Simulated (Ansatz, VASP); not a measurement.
Given: the input of a run of Ansatz 0.2.0 on LiCl.

Contents of input.yaml:

```yaml
crystal:
  lattice:
    - [0.0, 2.56477, 2.56477]
    - [2.56477, 0.0, 2.56477]
    - [2.56477, 2.56477, 0.0]
  atoms:
    - { symbol: Cl, position: [0.5, 0.5, 0.5] }
    - { symbol: Li, position: [0.0, 0.0, 0.0] }
hamiltonian:
  xc:
    exchange: hjs_pbesol
    correlation: pbesol
    exx: { coeff: 0.25, omega: 0.207 }
  pseudopotentials: { kind: paw }
kpoints:
  mp_grid: { grid: [5, 5, 5] }
scf:
  occupations: { method: fermi_dirac, width: 0.05 }
output:
  forces: true
  stress: true
relax:
  f_tol: 0.01
  max_steps: 40
  cell: { stress_tol: 0.05 }
```

Potentials or basis: Ansatz PAW.

Command:

```bash
$ ansatz run input.yaml --threads 2 --pin off --max-ram 5632MiB --backend cpu --events-out ev --progress --plain --runs-dir out
```

Q: Translate it to VASP 6.6.1. Potentials there: VASP PAW PBE potentials, release 64 (Cl, Li_sv).

A: As run (the cutoff follows the program's own potentials):

The input POSCAR:

```
LiCl
1.0
    0.0000000000      2.5647700000      2.5647700000
    2.5647700000      0.0000000000      2.5647700000
    2.5647700000      2.5647700000      0.0000000000
Cl Li
1 1
Direct
    0.5000000000      0.5000000000      0.5000000000
    0.0000000000      0.0000000000      0.0000000000
```

Contents of INCAR.step1:

```
SYSTEM = LiCl
PREC     = Accurate       ! precision mode
ENCUT    = 600            ! plane-wave cutoff, eV
EDIFF    = 1E-5           ! SCF threshold, eV
ISMEAR   = -1             ! smearing method
SIGMA    = 0.05           ! smearing width, eV
LREAL    = .False.        ! projectors in reciprocal space
LASPH    = .True.         ! aspherical terms in the spheres
NELM     = 100            ! most SCF steps
ALGO     = Normal         ! electronic algorithm
LWAVE    = .True.         ! write WAVECAR
LCHARG   = .False.        ! write CHGCAR
GGA      = PE             ! functional
NBANDS   = 12             ! bands
```

INCAR.step2

```
SYSTEM = LiCl
PREC     = Accurate       ! precision mode
ENCUT    = 600            ! plane-wave cutoff, eV
EDIFF    = 1E-7           ! SCF threshold, eV
ISMEAR   = -1             ! smearing method
SIGMA    = 0.05           ! smearing width, eV
LREAL    = .False.        ! projectors in reciprocal space
LASPH    = .True.         ! aspherical terms in the spheres
NELM     = 100            ! most SCF steps
ALGO     = Normal         ! electronic algorithm
ISIF     = 3              ! what is computed and relaxed
LWAVE    = .False.        ! write WAVECAR
LCHARG   = .False.        ! write CHGCAR
GGA      = PS             ! functional
LHFCALC  = .True.         ! exact exchange
AEXX     = 0.25           ! exact-exchange fraction
HFSCREEN = 0.207          ! screening, 1/A
PRECFOCK = Normal       
IBRION   = 2              ! ionic algorithm
NSW      = 60             ! ionic steps
EDIFFG   = -0.01          ! ionic threshold
ISTART   = 1
```

Contents of KPOINTS:

```
Automatic mesh
0
Gamma
  5 5 5
  0 0 0
```

Potentials or basis: VASP PAW PBE potentials, release 64 (Cl, Li_sv).

Launch:

```bash
$ cat potpaw_PBE.64/Cl/POTCAR potpaw_PBE.64/Li_sv/POTCAR > POTCAR
$ cp INCAR.step1 INCAR
$ mpirun -np 1 vasp_std > vasp.out
$ cp INCAR.step2 INCAR
$ mpirun -np 1 vasp_std > vasp.out
```

Both were run:

|  | VASP | Ansatz | Ansatz less VASP |
| --- | --- | --- | --- |
| gap on the k mesh at the Fermi level, each at its own relaxed structure (eV) | 7.85 | 7.84 | -0.013 |
| relaxed volume (Å³/atom) | 16.08 | 16.11 | +0.029 |
| relaxed cell length with the largest relative difference (Å) | 3.569 | 3.572 | +0.0022 |

VASP's potentials were made for PBE, not for PBEsol-based screened hybrid.

The k mesh is coarse, so the values compare programs but aren't converged. Noted on VASP's run: the cutoff is short for stress, so the pressure is rough. Noted on Ansatz's run: odd divisions of the mesh miss points on the zone boundary, where band edges often lie, so the gap on the mesh can be too wide; the plane-wave basis is chosen anew once the cell has moved, so the energies of steps on either side of that aren't comparable.
